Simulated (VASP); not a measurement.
# Sr (P6_3/mmc) in VASP: settings compared, part 2 of 2

VASP 6.6.1.

## 5. Single point, PBEsol

File INCAR:

```
ALGO = Normal ; EDIFF = 1E-6
ENCUT = 520 ; GGA = PS
ISIF = 2 ; ISMEAR = 0
LASPH = True ; LCHARG = True
LELF = True ; LREAL = False
LVHAR = True ; LWAVE = False
NBANDS = 17 ; NELM = 100
PREC = Accurate ; SIGMA = 0.1
```

File KPOINTS:

```
k-points
0
Gamma
  6 6 2
```

File POSCAR:

```
Sr
1.0
    4.3100002207      0.0000000000      0.0000000000
   -2.1550001104      3.7325696814      0.0000000000
    0.0000000000      0.0000000000      7.0500000000
Sr
2
Direct
    0.3333333333      0.6666666667      0.2500000000
    0.6666666667      0.3333333333      0.7500000000
```

Potentials or basis: VASP PAW PBE potentials, release 64 (Sr_sv).

Run with:

```console
$ cat potpaw_PBE.64/Sr_sv/POTCAR > POTCAR
$ mpirun -np 1 vasp_std > vasp.out
```

OUTCAR:

```text
EDIFF = 1E-6
   ENCUT = 520
   GGA = PS
   ISIF = 2
   ISMEAR = 0
   LASPH = True
   LREAL = False
   NELM = 100
   PREC = Accurate

 ion  position               nearest neighbor table
   1  0.333  0.667  0.250-   2 4.31   2 4.31   2 4.31   2 4.31   2 4.31   2 4.31
   2  0.667  0.333  0.750-   1 4.31   1 4.31   1 4.31   1 4.31   1 4.31   1 4.31

  LATTYP: Found a hexagonal cell.
 ALAT       =     4.3100002207
 C/A-ratio  =     1.6357307747

  Lattice vectors:

 A1 = (   4.3100002207,   0.0000000000,   0.0000000000)
 A2 = (  -2.1550001104,   3.7325696814,   0.0000000000)
 A3 = (   0.0000000000,   0.0000000000,   7.0500000000)

Analysis of symmetry for initial positions (statically):
=====================================================================
 Subroutine PRICEL returns:
 Original cell was already a primitive cell.

 Routine SETGRP: Setting up the symmetry group for a
 hexagonal supercell.

 Subroutine GETGRP returns: Found 24 space group operations
 (whereof 12 operations were pure point group operations)
[... 151 lines left out ...]
  free energy    TOTEN  =        -3.57427940 eV

  energy without entropy =       -3.54082283  energy(sigma->0) =       -3.55755112

 E-fermi :   1.4177     XC(G=0):  -7.3360

 val. band max:        1.4022295099   @ k =   0.1667  -0.0000   0.0000
 cond. band min:       1.4225788357   @ k =   0.0000   0.0000   0.0000
 fundamental gap:      0.0203493258
 Fermi energy:         1.4176753897

 k-point     1 :       0.0000    0.0000    0.0000
  band No.  band energies     occupation
      1     -35.1895      2.00000
      2     -35.1774      2.00000
      3     -17.2767      2.00000
      4     -17.1190      2.00000
      5     -17.1190      2.00000
      6     -17.0997      2.00000
[... 257 lines left out ...]
      4     -17.2380      2.00000
      5     -17.2013      2.00000
      6     -17.2013      2.00000
[... 9 lines left out ...]
     16       4.2004      0.00000
     17       5.4409      0.00000

------------------------ aborting loop because EDIFF is reached ----------------------------------------

  FORCE on cell =-STRESS in cart. coord.  units (eV):
  Direction    XX          YY          ZZ          XY          YZ          ZX
  --------------------------------------------------------------------------------------
  -------------------------------------------------------------------------------------
  Total       -0.5717639     -0.5717639     -0.4698416      0.0000000      0.0000000     -0.0000000
  in kB       -8.0770545     -8.0770545     -6.6372423      0.0000000      0.0000000     -0.0000000
  external PRESSURE =      -7.5971171 kB  Pullay stress =       0.0000000 kB

 VOLUME and BASIS-vectors are now :
 -----------------------------------------------------------------------------
  energy-cutoff  :      520.00
  volume of cell :      113.42
      direct lattice vectors                 reciprocal lattice vectors
     4.310000221  0.000000000  0.000000000     0.232018550  0.133955972  0.000000000
    -2.155000110  3.732569681  0.000000000     0.000000000  0.267911944  0.000000000
     0.000000000  0.000000000  7.050000000     0.000000000  0.000000000  0.141843972

 POSITION                                       TOTAL-FORCE (eV/Angst)
 -----------------------------------------------------------------------------------
     -0.00000      2.48838      1.76250         0.000000      0.000000      0.000000
      2.15500      1.24419      5.28750         0.000000      0.000000      0.000000
 -----------------------------------------------------------------------------------
    total drift:                               -0.000000      0.000000     -0.000000

  FREE ENERGIE OF THE ION-ELECTRON SYSTEM (eV)
  ---------------------------------------------------
  free  energy   TOTEN  =        -3.5742794025 eV

  energy  without entropy=       -3.5408228309  energy(sigma->0) =       -3.55755112
```

stdout:

```text
POSCAR found type information on POSCAR Sr
 POSCAR found :  1 types and       2 ions
 scaLAPACK will be used
 -----------------------------------------------------------------------------
|                                                                             |
|                                                                             |
|     You enforced a specific xc type in the INCAR file but a different       |
|     I HOPE YOU KNOW WHAT YOU ARE DOING!                                     |
|                                                                             |
 -----------------------------------------------------------------------------

 LDA part: xc-table for (Slater+PW92), standard interpolation
 POSCAR, INCAR and KPOINTS ok, starting setup
 FFT: planning ... GRIDC
 FFT: planning ... GRID_SOFT
 FFT: planning ... GRID
 WAVECAR not read
 entering main loop
```

It took 37 s on 1 thread of Intel Xeon 8259CL, shared host; peak memory 0.22 GiB.

Results:

| Property | Result |
| --- | --- |
| Free energy | -3.5743 eV |
| Pressure | -0.8 GPa |
| Band gap on the k mesh | zero (bands 10 and 11 overlap by 0.24 eV) |

Stress tensor (GPa, compression positive):
```
-0.81  0.00  0.00
 0.00 -0.81  0.00
 0.00  0.00 -0.66
```

Levels at points of the mesh, in eV from the Fermi level:
| k point | band 8 | band 9 | band 10 | band 11 | band 12 | band 13 |
| --- | --- | --- | --- | --- | --- | --- |
| (0.00, 0.00, 0.00) | -18.51 | -3.63 | -1.15 | 0.00 | 2.24 | 2.25 |
| (0.50, 0.00, 0.00) | -18.54 | -1.14 | -0.57 | 0.08 | 0.24 | 1.26 |
| (0.00, 0.00, 0.50) | -18.52 | -2.72 | -2.72 | 1.23 | 1.23 | 2.25 |
| (0.50, 0.00, 0.50) | -18.56 | -0.82 | -0.82 | 0.21 | 0.21 | 1.29 |

Caveat: the k points lie up to 0.45 Å⁻¹ apart; the PAW data sets were made with another functional, which shifts forces and pressure a little.

## 6. The runs side by side

| level | smearing | gap on the mesh (eV) | pressure (GPa) |
| --- | --- | --- | --- |
| PBE+D4 | gaussian 0.1 eV | none | -0.5 |
| PBE+D3(BJ) | fermi-dirac 0.25852 eV | none | -0.8 |
| PBEsol | gaussian 0.1 eV | none | -0.8 |

Alike in all rows: task single point; potentials or basis VASP PAW PBE potentials, release 64 (Sr_sv); no spin polarisation; cell as given; k mesh 6 × 6 × 2; cutoff (eV) 520.

Caveats: all runs use coarse meshes; the PAW data sets were made with another functional, which shifts forces and pressure a little (at least some runs).

Absolute energies hang on the potentials; compare differences alone.
